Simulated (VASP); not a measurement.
A run of VASP 6.6.1 is set up as follows.

The input INCAR:

```
ALGO = Normal
EDIFF = 1E-6
ENCUT = 520
GGA = CA
ISIF = 2
ISMEAR = 0
LASPH = True
LCHARG = True
LELF = True
LREAL = False
LVHAR = True
LWAVE = False
NBANDS = 26
NELM = 60
PREC = Accurate
SIGMA = 0.02
```

KPOINTS

```
k-points
0
Gamma
  6 6 6
```

The input POSCAR:

```
CuI
1.0
    2.0463375000      1.1814533250      7.0361689299
   -2.0463375000      1.1814533250      7.0361689299
    0.0000000000     -2.3629066500      7.0361689299
Cu I
2 2
Direct
    0.1293000000      0.1293000000      0.1293000000
    0.8707000000      0.8707000000      0.8707000000
    0.0000000000      0.0000000000      0.0000000000
    0.5000000000      0.5000000000      0.5000000000
```

Potentials or basis: VASP PAW LDA potentials, release 64 (Cu, I).

The run is started by

```console
$ cat potpaw_LDA.64/Cu/POTCAR potpaw_LDA.64/I/POTCAR > POTCAR
$ mpirun -np 1 vasp_std > vasp.out
```

(1) What does it give for the band gap on the k mesh?

(2) What does it give for the pressure?

## Answers

(1) zero (bands 18 and 19 overlap by 0.08 eV).

(2) 2.1 GPa.

Caveat: spin-orbit coupling is left out, which moves the levels of the heavy elements; forces of over 1 eV/Å act on the atoms, so gaps and moduli don't describe the material at rest.
